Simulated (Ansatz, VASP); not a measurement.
## Two plane-wave programs on BeB2N

```
Be B N
1.0
     1.54675   -3.63399    0.00000
     1.54675    3.63399    0.00000
     0.00000    0.00000    2.65789
Be B N
1 2 1
Cartesian
  0.0000 0.0000 0.0000
  0.7734 1.8170 1.3289
  0.7734 -1.8170 1.3289
  1.5467 0.0000 1.3289
```

Alike in both runs: functional PBE; k mesh 16 × 16 × 18; occupations gaussian, width 0.1 eV; no spin polarisation.

Ansatz relaxed the structure, and its values are those at the end. VASP's run is a single point on that final structure, the one shown.

|  | VASP | Ansatz |
| --- | --- | --- |
| version | VASP 6.6.1 | Ansatz 0.2.0 |
| potentials or method | VASP PAW PBE potentials, release 64 (Be, B, N), cutoff 520 eV | scalar-relativistic, plane waves, PAW |
| valence electrons in the cell | 13 | 13 |

```tsv
	VASP	Ansatz	Ansatz less VASP
gap on the k mesh at the Fermi level (eV)	none	none	-
pressure (GPa)	0.0	0.0	+0.01
```

A gap of «none» marks a metal or a gap that the smearing closes. The functional is the same, so the differences come from potentials, cutoffs and numerics.
